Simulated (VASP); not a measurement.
Wanted: the native input for a VASP 6.6.1 run.

| Item | Value |
| --- | --- |
| Task | single point |
| Functional | PBE |
| Dispersion | D3(BJ) |
| Potentials or basis | VASP PAW PBE potentials, release 64 (Si, Ge_d) |
| Cutoff | 520 eV |
| k mesh | 2 × 2 × 2 |
| Occupations | gaussian, width 0.05 eV |
| Spin | no spin polarisation |
| Dipole correction | no |
| Further INCAR settings | LREAL = Auto; ALGO = Normal; EDIFF = 1e-07; NBANDS = 53 |

The structure of Si16Ge (a cell with a defect) lies in POSCAR:

```
Si16Ge
1.0
    0.0000000000      5.4300000000      5.4300000000
    5.4300000000      0.0000000000      5.4300000000
    5.4300000000      5.4300000000      0.0000000000
Si Ge
16 1
Direct
   -0.0080355433      0.0250541436     -0.0084994475
    0.1259885820      0.1299029466      0.1258769797
    0.0100150092     -0.0041332413      0.4972290055
    0.1259699816      0.1301801105      0.6182810313
    0.0072365562      0.5010221915      0.0069413444
    0.1160825046      0.6521364641      0.1160751381
    0.0070215470      0.5011990792      0.4850546961
    0.1471986188      0.6150205341      0.6189122468
    0.4973100368     -0.0040531308      0.0100781768
    0.6187815838      0.1300674033      0.1257265193
    0.4972123389     -0.0039116022      0.4969230203
    0.6321937385      0.1035563536      0.6322425414
    0.4852907919      0.5011519337      0.0067950276
    0.6191970534      0.6151500921      0.1474044199
    0.5107218232      0.4675560773      0.5110019337
    0.6191613260      0.6153394107      0.6183057090
    0.7626698895      0.7114220074      0.7629678637
```

One way to write it, as run:

INCAR

```
SYSTEM = Si16Ge
ALGO = Normal ; EDIFF = 1E-7
ENCUT = 520 ; GGA = PE
ISIF = 2 ; ISMEAR = 0
IVDW = 12 ; LASPH = .True.
LCHARG = .False. ; LREAL = Auto
LWAVE = .False. ; NBANDS = 53
NELM = 60 ; PREC = Accurate
SIGMA = 0.05
```

KPOINTS

```
k-points
0
Gamma
  2 2 2
  0 0 0
```

Potentials or basis: VASP PAW PBE potentials, release 64 (Si, Ge_d).

The run is started by

```sh
$ cat potpaw_PBE.64/Si/POTCAR potpaw_PBE.64/Ge_d/POTCAR > POTCAR
$ mpirun -np 1 vasp_std > vasp.out
```

Results of the run:

| Quantity | Value |
| --- | --- |
| Pressure | 3.5 GPa |
| Largest force | 0.189 eV/Å |
| Band gap on the k mesh | zero (bands 39 and 40 overlap by 0.25 eV) |
| Dispersion energy per atom | -0.333 eV |

Caveat: the k points lie up to 0.50 Å⁻¹ apart.

Run time: 2.3 min on 1 thread of Intel(R) Xeon(R) 6975P-C (Granite Rapids), on a shared host, peak memory 0.49 GiB.
